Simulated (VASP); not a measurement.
**Cu: single point with r2SCAN**

The system is Cu.

```xyz
1
Lattice="-1.4209 1.4209 1.4209 1.4209 -1.4209 1.4209 1.4209 1.4209 -1.4209" Properties=species:S:1:pos:R:3 pbc="T T T"
Cu    0.0000    0.0000    0.0000
```

This isn't the form of Cu at room conditions, which is fcc.

* Program: VASP 6.6.1
* Task: single point
* Functional: r2SCAN
* Potentials or basis: VASP PAW PBE potentials, release 64 (Cu)
* Cutoff: 660 eV
* k mesh: 11 × 11 × 11
* Occupations: gaussian, width 0.05 eV
* Spin: no spin polarisation
* Dipole correction: no
* Further INCAR settings: ALGO = Normal; EDIFF = 1e-06; NBANDS = 12

- Pressure: 0.6 GPa
- Band gap on the k mesh: zero (an odd number of electrons rules out a gap without spin polarisation)

Levels at points of the mesh, in eV from the Fermi level:
```csv
k point,band 2,band 3,band 4,band 5,band 6,band 7,band 8,band 9,band 10,band 11
"(0.00, 0.00, 0.00)",-3.26,-3.26,-3.26,-2.20,-2.20,26.38,26.38,26.38,30.59,30.59
```

It took 23 s on 1 thread of Intel(R) Xeon(R) Platinum 8488C (Sapphire Rapids), on a shared host, peak memory 0.14 GiB.

Caveat: the PAW data sets were made with another functional, which shifts forces and pressure a little.
